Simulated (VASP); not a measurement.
# MoS2 (P-3m1) in VASP: notebook, part 2 of 2

VASP 6.6.1. Earlier steps stand in the parts before.

**3. Relaxation of cell and atoms, PBEsol**

This run uses another cell than the first one, of 18.98 Å³/atom.

Contents of INCAR:

```
PREC     = Accurate       # precision mode
ENCUT    = 600            # plane-wave cutoff, eV
EDIFF    = 1E-6           # SCF threshold, eV
ISMEAR   = -1             # smearing method
SIGMA    = 0.05           # smearing width, eV
LREAL    = F              # projectors in reciprocal space
LASPH    = T              # aspherical terms in the spheres
NELM     = 80             # most SCF steps
ALGO     = Normal         # electronic algorithm
ISIF     = 3              # what is computed and relaxed
LWAVE    = F              # write WAVECAR
LCHARG   = F              # write CHGCAR
GGA      = PS             # functional
IBRION   = 2              # ionic algorithm
NSW      = 80             # ionic steps
EDIFFG   = -0.02          # ionic threshold
```

Contents of KPOINTS:

```
regular mesh
0
Gamma
  9 9 4
```

Contents of POSCAR:

```
MoS2
1.0
    3.2274645616      0.0000000000      0.0000000000
   -1.6137322808      2.7950663001      0.0000000000
    0.0000000000      0.0000000000      6.3124734200
Mo S
1 2
Direct
    0.0000000000      0.0000000000      0.5000000000
    0.6666666667      0.3333333333      0.7446806800
    0.3333333333      0.6666666667      0.2553193200
```

Potentials or basis: VASP PAW PBE potentials, release 64 (Mo_sv, S).

Started as:

```console
$ cat potpaw_PBE.64/Mo_sv/POTCAR potpaw_PBE.64/S/POTCAR > POTCAR
$ mpirun -np 1 vasp_std > vasp.out
```

OUTCAR:

```text
PREC = Accurate
   ENCUT = 600
   EDIFF = 1E-6
   ISMEAR = -1
   LREAL = F
   LASPH = T
   NELM = 80
   ISIF = 3
   GGA = PS
   IBRION = 2
   NSW = 80
   EDIFFG = -0.02

 ion  position               nearest neighbor table
   1  0.000  0.000  0.500-   2 2.42   3 2.42   3 2.42   2 2.42   2 2.42   3 2.42
   2  0.667  0.333  0.745-   1 2.42   1 2.42   1 2.42
   3  0.333  0.667  0.255-   1 2.42   1 2.42   1 2.42

  LATTYP: Found a hexagonal cell.
 ALAT       =     3.2274645616
 C/A-ratio  =     1.9558614199

  Lattice vectors:

 A1 = (   3.2274645616,   0.0000000000,   0.0000000000)
 A2 = (  -1.6137322808,   2.7950663001,   0.0000000000)
 A3 = (   0.0000000000,   0.0000000000,   6.3124734200)

Analysis of symmetry for initial positions (statically):
=====================================================================
 Subroutine PRICEL returns:
[... 372 lines left out ...]

 val. band max:        7.9589961871   @ k =   0.0000   0.0000   0.0000
 cond. band min:       8.0484182810   @ k =   0.3333   0.2222   0.0000
 fundamental gap:      0.0894220939
 Fermi energy:         8.0002402158

 k-point     1 :       0.0000    0.0000    0.0000
  band No.  band energies     occupation
      1     -53.6355      2.00000
      2     -27.7599      2.00000
      3     -27.6212      2.00000
      4     -27.6212      2.00000
      5      -7.1777      2.00000
      6      -5.5236      2.00000
[... 457 lines left out ...]
      4     -27.6969      2.00000
      5      -5.7877      2.00000
      6      -5.3864      2.00000
[... 9 lines left out ...]
     16      10.7412      0.00000
     17      11.8109      0.00000

 [... further k-points ...]

------------------------ aborting loop because EDIFF is reached ----------------------------------------

  FORCE on cell =-STRESS in cart. coord.  units (eV):
  Direction    XX          YY          ZZ          XY          YZ          ZX
  --------------------------------------------------------------------------------------
  -------------------------------------------------------------------------------------
  Total        0.0147501      0.0147501     -0.0164384     -0.0000000      0.0000000     -0.0000000
  in kB        0.4545485      0.4545485     -0.5065749     -0.0000000      0.0000000     -0.0000000
  external PRESSURE =       0.1341741 kB  Pullay stress =       0.0000000 kB
[... 18 lines left out ...]
  FREE ENERGIE OF THE ION-ELECTRON SYSTEM (eV)
  ---------------------------------------------------
  free  energy   TOTEN  =       -22.6301576574 eV

  energy  without entropy=      -22.6216578104  energy(sigma->0) =      -22.62590773

 reached required accuracy - stopping structural energy minimisation
```

OSZICAR:

```text
N       E                     dE             d eps       ncg     rms          rms(c)
DAV:   1     0.217500674291E+03    0.21750E+03   -0.16253E+04  1542   0.161E+03
DAV:   2    -0.158584084439E+02   -0.23336E+03   -0.23062E+03  1915   0.371E+02
DAV:   3    -0.240948262484E+02   -0.82364E+01   -0.80524E+01  1809   0.670E+01
[... 179 lines left out ...]
DAV:   3    -0.226322980707E+02    0.15884E-01   -0.96547E-02  1535   0.181E+00    0.307E-01
DAV:   4    -0.226301627999E+02    0.21353E-02   -0.13175E-02  1519   0.766E-01    0.200E-01
DAV:   5    -0.226301738748E+02   -0.11075E-04   -0.48504E-04  1559   0.167E-01    0.557E-02
DAV:   6    -0.226301547237E+02    0.19151E-04   -0.10058E-04  1695   0.614E-02    0.302E-02
DAV:   7    -0.226301575129E+02   -0.27892E-05   -0.68672E-06  1547   0.188E-02    0.429E-03
DAV:   8    -0.226301576574E+02   -0.14453E-06   -0.70351E-07   744   0.617E-03
  20 F= -.22630158E+02 E0= -.22625908E+02  d E =-.218321E-02
```

CONTCAR:

```text
MoS2
   1.00000000000000
     3.1477638682123246    0.0000000000000002   -0.0000000000000002
    -1.5738819341061623    2.7260434749315761    0.0000000000000000
    -0.0000000000000001    0.0000000000000004    6.0588621933744342
  Mo              S
     1     2
Direct
     0.0000000000000000    0.0000000000000000    0.5000000000000000
     0.6666666667000030    0.3333333332999970    0.7610390534456137
     0.3333333332999970    0.6666666667000030    0.2389609465543864

  0.00000000E+00  0.00000000E+00  0.00000000E+00
  0.00000000E+00  0.00000000E+00  0.00000000E+00
  0.00000000E+00  0.00000000E+00  0.00000000E+00
```

It took 12 min on 1 thread of Intel Xeon Platinum 8375C at 2.90GHz (Ice Lake), shared host; peak memory 0.23 GiB.

Results:

| Quantity | Value |
| --- | --- |
| Free energy | -22.6302 eV |
| Relaxed volume | 17.33 Å³/atom |
| Relaxed cell | a = 3.148 Å, b = 3.148 Å, c = 6.059 Å, α = 90.00°, β = 90.00°, γ = 120.00° |
| Space group after relaxing (to 0.1 Å) | P-3m1 (No. 164) |
| Energy gained by relaxing | 17.9 meV/atom |
| Ionic steps | 20 |
| Pressure after relaxing | 0.0 GPa |
| Largest force after relaxing | 0.015 eV/Å |
| Band gap on the k mesh | zero (bands 13 and 14 overlap by 1.08 eV) |

Forces on the atoms (eV/Å):
```
Mo   0.000  0.000  0.000
S    0.000  0.000 -0.015
S    0.000  0.000  0.015
```

The path:
```
step  energy change (eV)  largest force (eV/Å)  pressure (GPa)  volume (Å³)
   1              0.0000                0.0256           -3.44        56.94
   2             -0.0092                0.8525            4.81        53.65
   3             -0.0261                0.4705            0.89        55.08
   4             -0.0473                0.0934            0.00        54.49
   5             -0.0478                0.0316           -0.14        54.38
   6             -0.0478                0.0239           -0.18        54.37
   7             -0.0480                0.0517            0.12        54.19
   8             -0.0481                0.0638            0.24        54.11
   9             -0.0482                0.0574            0.21        54.08
  10             -0.0486                0.0403            0.11        54.00
  11             -0.0493                0.0052           -0.04        53.82
  12             -0.0500                0.0650           -0.36        53.48
  13             -0.0501                0.0917           -0.48        53.35
  14             -0.0502                0.0900           -0.45        53.30
  15             -0.0506                0.0835           -0.34        53.15
  16             -0.0512                0.0713           -0.13        52.85
  17             -0.0516                0.0454            0.32        52.25
  18             -0.0520                0.0432            0.29        52.23
  19             -0.0530                0.0355            0.20        52.15
  20             -0.0538                0.0154            0.01        51.99
```

Final structure:
```
Mo S
1.0
     3.14776    0.00000    0.00000
    -1.57388    2.72604    0.00000
     0.00000    0.00000    6.05886
Mo S
1 2
Direct
  0.00000 0.00000 0.50000
  0.66667 0.33333 0.76104
  0.33333 0.66667 0.23896
```

Caveat: the PAW data sets were made with another functional, which shifts forces and pressure a little; this functional lacks dispersion, which binds the layers, so the pressure and a relaxed spacing across them are unreliable.

**4. Single point, BLYP+D3(BJ)**

This run uses another cell than the first one, of 16.94 Å³/atom.

Contents of INCAR:

```
SYSTEM = MoS2
PREC = Accurate ; ENCUT = 520
EDIFF = 1E-6 ; ISMEAR = -1
SIGMA = 0.05 ; LREAL = .False.
LASPH = .True. ; NELM = 100
ALGO = Normal ; ISIF = 2
LWAVE = .False. ; LCHARG = .False.
GGA = B5 ; ALDAX = 1.0
AGGAX = 1.0 ; AGGAC = 1.0
ALDAC = 0.0 ; IVDW = 12
VDW_S6 = 1.0 ; VDW_S8 = 2.6996
VDW_A1 = 0.4298 ; VDW_A2 = 4.2359
NBANDS = 20
```

Contents of KPOINTS:

```
Automatic mesh
0
Gamma
  9 9 4
  0 0 0
```

Contents of POSCAR:

```
MoS2
1.0
    3.2329899180      0.0000000000      0.0000000000
   -1.6164949590      2.7998513992      0.0000000000
    0.0000000000      0.0000000000      5.6128580066
Mo S
1 2
Direct
    0.0000000000      0.0000000000      0.5000000000
    0.6666666667      0.3333333333      0.7769400750
    0.3333333333      0.6666666667      0.2230599250
```

Started as:

```console
$ cat potpaw_PBE.64/Mo_sv/POTCAR potpaw_PBE.64/S/POTCAR > POTCAR
$ mpirun -np 1 vasp_std > vasp.out
```

It took 21 s on 1 thread of Intel Xeon 6975P-C (Granite Rapids), shared host; peak memory 0.19 GiB.

It converged, with:

| Item | Value |
| --- | --- |
| Free energy | -21.3019 eV |
| Pressure | 0.0 GPa |
| Largest force | 0.009 eV/Å |
| Band gap on the k mesh | zero (bands 13 and 14 overlap by 1.28 eV) |
| Dispersion energy per atom | -0.993 eV |

Forces in eV/Å, atoms in the order of the input:
```
Mo   0.000  0.000  0.000
S    0.000  0.000  0.009
S    0.000  0.000 -0.009
```

Levels at points of the mesh, in eV from the Fermi level:
| k point | band 10 | band 11 | band 12 | band 13 | band 14 | band 15 | band 16 | band 17 |
| --- | --- | --- | --- | --- | --- | --- | --- | --- |
| (0.00, 0.00, 0.00) | -1.16 | -0.94 | -0.94 | -0.80 | -0.34 | -0.34 | 2.72 | 2.72 |
| (0.00, 0.00, 0.50) | -3.97 | -0.97 | -0.97 | -0.68 | -0.68 | 0.35 | 3.38 | 3.38 |

Caveat: the PAW data sets were made with another functional, which shifts forces and pressure a little.

**5. Summary**

| task | level | cell | cutoff (eV) | gap on the mesh (eV) | pressure (GPa) | largest force (eV/Å) |
| --- | --- | --- | --- | --- | --- | --- |
| single point | PBEsol | a = 3.149, b = 3.149, c = 6.073 Å, angles 90.0, 90.0, 120.0°, 3 atoms, atomic positions A | 520 | none | 0.0 | - |
| relaxation of cell and atoms | PBEsol | relaxed from a = 3.227, b = 3.227, c = 6.312 Å, angles 90.0, 90.0, 120.0°, 3 atoms, atomic positions B | 600 | none | 0.0 | 0.02 |
| single point | BLYP+D3(BJ) | a = 3.233, b = 3.233, c = 5.613 Å, angles 90.0, 90.0, 120.0°, 3 atoms, atomic positions B | 520 | none | 0.0 | 0.01 |

Alike in all rows: potentials or basis VASP PAW PBE potentials, release 64 (Mo_sv, S); no spin polarisation; k mesh 9 × 9 × 4; smearing fermi-dirac 0.05 eV.

Caveats: the PAW data sets were made with another functional, which shifts forces and pressure a little; this functional lacks dispersion, which binds the layers, so the pressure and a relaxed spacing across them are unreliable (at least some runs).

Total energies depend on the potentials used, so only differences within one code and one set of settings carry meaning.
